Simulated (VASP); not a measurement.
The system is Ta4N5.

```
CELL_PARAMETERS angstrom
-3.43627 3.43627 2.13748
3.43627 -3.43627 2.13748
3.43627 3.43627 -2.13748
ATOMIC_POSITIONS crystal
Ta 0.78282 0.60542 0.38825
Ta 0.39458 0.78282 0.17740
Ta 0.60542 0.21718 0.82260
Ta 0.21718 0.39458 0.61175
N 0.50000 0.50000 0.00000
N 0.90847 0.30904 0.21751
N 0.69096 0.90847 0.59943
N 0.30904 0.09153 0.40057
N 0.09153 0.69096 0.78249
```

- Program: VASP 6.6.1
- Task: relaxation of cell and atoms
- Functional: LDA
- Potentials or basis: VASP PAW LDA potentials, release 64 (Ta_pv, N)
- Cutoff: 600 eV
- k mesh: 6 × 6 × 6
- Occupations: gaussian, width 0.1 eV
- Spin: no spin polarisation

At the start: pressure -9.6 GPa; volume 11.22 Å³/atom.

Question: How do energy, volume and symmetry change on relaxing?

Answer: Over 9 steps the energy falls by 11.5 meV/atom and the volume is 10.86 Å³/atom (-3.2 %); space group I4/m (No. 87, to 0.1 Å) before and after.

The path:
```tsv
step	energy change (eV)	largest force (eV/Å)	pressure (GPa)	volume (Å³)
1	0.0000	0.2200	-9.64	100.96
2	0.4697	0.8045	28.87	91.41
3	-0.0929	0.2468	-0.12	98.09
4	-0.0929	0.2474	0.13	98.02
5	-0.1009	0.1199	0.01	97.94
6	-0.1010	0.1187	-0.01	97.92
7	-0.1033	0.0541	-0.15	97.89
8	-0.1034	0.0412	-0.18	97.88
9	-0.1036	0.0271	0.25	97.71
```

Final structure:
```
CELL_PARAMETERS angstrom
-3.39278 3.39278 2.12208
3.39278 -3.39278 2.12208
3.39278 3.39278 -2.12208
ATOMIC_POSITIONS crystal
Ta 0.78484 0.60476 0.38960
Ta 0.39525 0.78484 0.18009
Ta 0.60476 0.21516 0.81991
Ta 0.21516 0.39525 0.61040
N 0.50000 0.50000 0.00000
N 0.90852 0.30638 0.21490
N 0.69362 0.90852 0.60213
N 0.30638 0.09148 0.39787
N 0.09148 0.69362 0.78510
```

Caveat: an odd number of electrons without spin polarisation forces a metal; a magnetic or distorted state may lie lower; the relaxation stopped at a loose force limit of 0.05 eV/Å, so its end isn't a converged minimum.
